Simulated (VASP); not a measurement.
Wanted: the native input for a VASP 6.6.1 run.

```
Task                   : single point
Functional             : revPBE
Potentials or basis    : VASP PAW PBE potentials, release 64 (La)
Cutoff                 : 520 eV
k mesh                 : 7 × 7 × 10
Occupations            : fermi-dirac, width 0.1 eV
Spin                   : no spin polarisation
Dipole correction      : no
Further INCAR settings : ALGO = Normal; EDIFF = 1e-06; NBANDS = 24
```

The structure of La lies in POSCAR:

```
La
1.0
    5.8565742381      0.0000000000      0.0000000000
   -2.9282871191      5.0719420694      0.0000000000
    0.0000000000      0.0000000000      3.5890513284
La
3
Direct
    1.0000000000      0.0000000000      0.0000000000
    0.3333333333      0.6666666667      0.5000000000
    0.6666666667      0.3333333333      0.5000000000
```

This cell differs from its parent crystal: volume scaled by 0.92.

These files were run (other wordings do the same):

INCAR

```
SYSTEM = La
PREC = Accurate
ENCUT = 520
EDIFF = 1E-6
ISMEAR = -1
SIGMA = 0.1
LREAL = .FALSE.
LASPH = .TRUE.
NELM = 60
ALGO = Normal
ISIF = 2
LWAVE = .FALSE.
LCHARG = .TRUE.
GGA = RE
LELF = .TRUE.
LVHAR = .TRUE.
NBANDS = 24
```

KPOINTS

```
Automatic mesh
0
G
  7 7 10
  0 0 0
```

Potentials or basis: VASP PAW PBE potentials, release 64 (La).

The run is started by

```sh
$ cat potpaw_PBE.64/La/POTCAR > POTCAR
$ mpirun -np 1 vasp_std > vasp.out
```

Results of the run:

* Pressure: 2.4 GPa

Caveat: the PAW data sets were made with another functional, which shifts forces and pressure a little.

Wall time 66 s on 1 thread of Intel(R) Xeon(R) 6975P-C (Granite Rapids) (shared host), peak memory 0.31 GiB.
